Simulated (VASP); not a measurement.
**SnO2: single point with PBE**

SnO2:

```
Sn O
1.0
     4.96393    0.00000    0.00000
     0.00000    4.96394    0.00000
     0.00000    0.00000    3.06274
Sn O
2 4
Direct
  0.50000 0.50000 0.50000
  0.00000 0.00000 0.00000
  0.34319 0.34325 0.00000
  0.84319 0.15675 0.50000
  0.15681 0.84325 0.50000
  0.65681 0.65675 0.00000
```

This cell differs from its parent crystal: atoms shifted along a free coordinate, c/a of the conventional cell at fixed volume 0.6170.

```yaml
Program: VASP 6.6.1
Task: single point
Functional: PBE
Potentials_or_basis: VASP PAW PBE potentials, release 64 (Sn_d, O)
Cutoff: 520 eV
k_mesh: 6 × 6 × 8
Occupations: gaussian, width 0.05 eV
Spin: no spin polarisation
Dipole_correction: no
Further_INCAR_settings: ALGO = Normal; EDIFF = 1e-06; NBANDS = 35
```

| Item | Value |
| --- | --- |
| Pressure | 37.2 GPa |
| Largest force | 7.547 eV/Å |
| Band gap on the k mesh | 2.05 eV (least direct gap 2.13 eV) |

Forces on the atoms (eV/Å):
```
Sn   0.000  0.000  0.000
Sn   0.000  0.000  0.000
O   -5.338 -5.336  0.000
O   -5.338  5.336  0.000
O    5.338 -5.336  0.000
O    5.338  5.336  0.000
```

Stress tensor (GPa, compression positive):
```
24.39  0.00  0.00
 0.00 24.36  0.00
 0.00  0.00 62.97
```

Levels at points of the mesh, in eV from the valence-band top:
```csv
k point,band 23,band 24,band 25,band 26,band 27,band 28,band 29,band 30
"(0.00, 0.00, 0.00)",-0.58,-0.48,-0.48,-0.08,2.05,5.71,7.33,7.33
"(0.50, 0.00, 0.00)",-0.87,-0.87,-0.58,-0.58,4.50,4.50,7.31,7.31
"(0.00, 0.50, 0.00)",-0.87,-0.87,-0.58,-0.58,4.50,4.50,7.31,7.31
"(0.50, 0.50, 0.00)",-0.66,-0.66,-0.61,-0.61,4.41,4.41,7.29,7.29
"(0.00, 0.00, 0.50)",-1.30,-1.30,-0.94,-0.94,7.55,7.55,8.00,8.00
"(0.50, 0.00, 0.50)",-1.03,-1.03,0.00,0.00,6.72,6.72,7.80,7.80
"(0.00, 0.50, 0.50)",-1.03,-1.03,0.00,0.00,6.72,6.72,7.80,7.80
"(0.50, 0.50, 0.50)",-0.99,-0.99,-0.85,-0.85,7.03,7.03,7.22,7.22
```

Run time: 77 s on 1 thread of Intel(R) Xeon(R) 6975P-C (Granite Rapids), with other jobs on the host, peak memory 0.3 GiB.

Caveat: the cell stands under pressure; spin-orbit coupling is left out, which moves the levels of the heavy elements; forces of over 1 eV/Å act on the atoms, so gaps and moduli don't describe the material at rest. A k mesh can miss the band edges.
